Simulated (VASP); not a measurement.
Set up this calculation in VASP 6.6.1, as the native input.

```yaml
Task: single point
Functional: PBEsol
Dispersion: D3(BJ)
Potentials_or_basis: VASP PAW PBE potentials, release 64 (In_d, Sb)
Cutoff: 520 eV
k_mesh: 10 × 10 × 10
Occupations: gaussian, width 0.1 eV
Spin: no spin polarisation
Dipole_correction: no
Further_INCAR_settings: ALGO = Fast; EDIFF = 1e-06; NBANDS = 30
```

The structure of In3Sb lies in POSCAR:

```
In3Sb
1.0
    4.6402381084      0.0000000000      0.0000000000
    0.0000000000      4.6402381084      0.0000000000
    0.0000000000      0.0000000000      4.6402381084
In Sb
3 1
Direct
    0.5000000000      0.5000000000      0.0000000000
    0.5000000000      0.0000000000      0.5000000000
    0.0000000000      0.5000000000      0.5000000000
    0.0000000000      0.0000000000      0.0000000000
```

These files were run (other wordings do the same):

INCAR

```
PREC = Accurate
ENCUT = 520
EDIFF = 1E-6
ISMEAR = 0
SIGMA = 0.1
LREAL = F
LASPH = T
NELM = 60
ALGO = Fast
ISIF = 2
LWAVE = F
LCHARG = F
GGA = PS
IVDW = 12
NBANDS = 30
```

KPOINTS

```
regular mesh
0
Gamma
  10 10 10
```

Potentials or basis: VASP PAW PBE potentials, release 64 (In_d, Sb).

Launch:

```bash
$ cat potpaw_PBE.64/In_d/POTCAR potpaw_PBE.64/Sb/POTCAR > POTCAR
$ mpirun -np 1 vasp_std > vasp.out
```

Results of the run:

```
Pressure                   : 0.0 GPa
Band gap on the k mesh     : zero (band 22 reaches 8.81 eV, above the bottom of band 23 at 4.58 eV)
Dispersion energy per atom : -0.416 eV
```

Caveat: the PAW data sets were made with another functional, which shifts forces and pressure a little; spin-orbit coupling is left out, which moves the levels of the heavy elements; pairwise dispersion overbinds metals, which lowers pressure and volume.

Wall time 2.1 min on 1 thread of Intel(R) Xeon(R) Platinum 8488C (Sapphire Rapids) (shared host), peak memory 0.31 GiB.
